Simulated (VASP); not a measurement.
Wanted: the native input for a VASP 6.6.1 run.

| Property | Result |
| --- | --- |
| Task | single point |
| Functional | LDA |
| Potentials or basis | VASP PAW LDA potentials, release 64 (C, O, H) |
| Cutoff | 520 eV |
| k mesh | 1 × 1 × 1 |
| Occupations | fermi-dirac, width 0.02 eV |
| Spin | no spin polarisation |
| Dipole correction | no |
| Further INCAR settings | LREAL = Auto; ALGO = Normal; EDIFF = 1e-06; NBANDS = 64 |

The structure of H6C2O lies in POSCAR:

```
H6C2O
1.0
    7.5290720000      0.0000000000      0.0000000000
    0.0000000000      7.5290720000      0.0000000000
    0.0000000000      0.0000000000      7.5290720000
C O H
8 4 24
Direct
    0.9962449556      0.5178991514      0.7114156964
    0.8384433035      0.5135692686      0.8125436973
   -0.1283557921      0.4525391708      0.2931835424
    0.0385970542      0.5510240837      0.2310510512
    0.4169305327      0.2191637960      0.9660951575
    0.3465500131      0.0760518693      0.8443271628
    0.6983729203     -0.1460206517      0.3781342508
    0.6553795740      0.0522773590      0.3708823611
    0.6959954693      0.4340242728      0.7201949988
    0.1229500794      0.4415550814      0.1078220530
    0.1572703781      0.0688663888      0.8591629885
    0.6576640521      0.1101729403      0.5486466327
    0.6102611318      0.3706964152      0.8042425414
    0.8522697087      0.4281271317      0.9353875219
    0.7906020822      0.6454314688      0.8706517882
    1.1204036832      0.5638410683      0.7780507345
    1.0411376063      0.3829954077      0.6770688340
    0.9981708237      0.6054531023      0.5964745722
    0.0948191225      0.3157626863      0.1051125557
   -0.0059768322      0.6737483716      0.1641503760
    0.1270807345      0.5907899406      0.3367745720
   -0.2440805454      0.5261604617      0.3563520179
   -0.1858661997      0.4080582574      0.1637917661
   -0.1056703934      0.3433225237      0.3880690741
    0.1013936379      0.1446924667      0.7770413140
    0.4018423519      0.1070118602      0.7107383221
    0.4001024296     -0.0555048484      0.8827515529
    0.5663114923      0.2034115227      1.0063922885
    0.3580255309      0.3600443720      0.9410588715
    0.3583841408      0.1758915309      1.0870795232
    0.6619939350      0.2417296581      0.5769768173
    0.7360668088      0.1345185702      0.2871934284
    0.5180585336      0.0619863909      0.3068771291
    0.6517669110     -0.2166535265      0.2648533578
    0.8527345734     -0.1768478240      0.3852533221
    0.6043639907     -0.1986566206      0.4815201661
```

The input as run:

INCAR

```
SYSTEM = H6C2O
ALGO = Normal
EDIFF = 1E-6
ENCUT = 520
GGA = CA
ISIF = 2
ISMEAR = -1
LASPH = .TRUE.
LCHARG = .FALSE.
LREAL = Auto
LWAVE = .FALSE.
NBANDS = 64
NELM = 80
PREC = Accurate
SIGMA = 0.02
```

KPOINTS

```
k-points
0
G
  1 1 1
  0 0 0
```

Potentials or basis: VASP PAW LDA potentials, release 64 (C, O, H).

Run with:

```console
$ cat potpaw_LDA.64/C/POTCAR potpaw_LDA.64/O/POTCAR potpaw_LDA.64/H/POTCAR > POTCAR
$ mpirun -np 1 vasp_gam > vasp.out
```

It gave:

```yaml
Pressure: -0.7 GPa
Largest_force: 4.289 eV/Å
Band_gap_on_the_k_mesh: 4.32 eV
```

Caveat: the k points lie up to 0.83 Å⁻¹ apart.

It took 31 s on 1 thread of AMD EPYC 7R13 Processor (Zen 3), on a shared host, peak memory 0.27 GiB.
